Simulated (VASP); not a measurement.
Set up this calculation in VASP 6.6.1, as the native input.

| Quantity | Value |
| --- | --- |
| Task | single point |
| Functional | r2SCAN |
| Potentials or basis | VASP PAW PBE potentials, release 64 (Ge_d) |
| Cutoff | 520 eV |
| k mesh | 12 × 12 × 6 |
| Occupations | gaussian, width 0.01 eV |
| Spin | no spin polarisation |
| Dipole correction | no |
| Further INCAR settings | ALGO = Normal; EDIFF = 1e-07; NBANDS = 36 |

The system is Ge.

```
CELL_PARAMETERS angstrom
3.87578 0.00000 0.00000
-1.93789 3.35652 0.00000
0.00000 0.00000 6.65553
ATOMIC_POSITIONS crystal
Ge 0.66667 0.33333 0.06550
Ge 0.33333 0.66667 0.56550
Ge 0.66667 0.33333 0.43450
Ge 0.33333 0.66667 0.93450
```

This isn't the form of Ge at room conditions, which is diamond.

These files were run (other wordings do the same):

POSCAR

```
Ge
1.0
    3.8757792409      0.0000000000      0.0000000000
   -1.9378896204      3.3565232821      0.0000000000
    0.0000000000      0.0000000000      6.6555347729
Ge
4
Direct
    0.6666666667      0.3333333333      0.0654984998
    0.3333333333      0.6666666667      0.5654984998
    0.6666666667      0.3333333333      0.4345015002
    0.3333333333      0.6666666667      0.9345015002
```

INCAR.step1

```
SYSTEM = Ge
  PREC = Accurate
  ENCUT = 520
  ISMEAR = 0
  SIGMA = 0.01
  LREAL = .FALSE.
  LASPH = .TRUE.
  NELM = 100
  NBANDS = 36
  GGA = PE
  ALGO = Normal
  EDIFF = 1E-4
  LWAVE = .TRUE.
  LCHARG = .FALSE.
```

INCAR.step2

```
SYSTEM = Ge
  PREC = Accurate
  ENCUT = 520
  EDIFF = 1E-7
  ISMEAR = 0
  SIGMA = 0.01
  LREAL = .FALSE.
  LASPH = .TRUE.
  NELM = 100
  ALGO = Normal
  ISIF = 2
  LWAVE = .FALSE.
  LCHARG = .FALSE.
  METAGGA = R2SCAN
  LMIXTAU = .TRUE.
  NBANDS = 36
  ISTART = 1
```

KPOINTS

```
Automatic mesh
0
G
  12 12 6
  0 0 0
```

Potentials or basis: VASP PAW PBE potentials, release 64 (Ge_d).

Launch:

```sh
$ cat potpaw_PBE.64/Ge_d/POTCAR > POTCAR
$ cp INCAR.step1 INCAR
$ mpirun -np 1 vasp_std > vasp.out
$ cp INCAR.step2 INCAR
$ mpirun -np 1 vasp_std > vasp.out
```

It gave:

| Quantity | Value |
| --- | --- |
| Pressure | 4.3 GPa |
| Band gap on the k mesh | 0.19 eV (least direct gap 0.34 eV) |

Caveat: the stress differs along the axes, from 0 to 6 GPa; semilocal functionals underestimate gaps, and a narrow one can read as zero; the PAW data sets were made with another functional, which shifts forces and pressure a little.

Run time: 6.5 min on 1 thread of Intel(R) Xeon(R) 6975P-C (Granite Rapids) (shared host), peak memory 0.32 GiB.
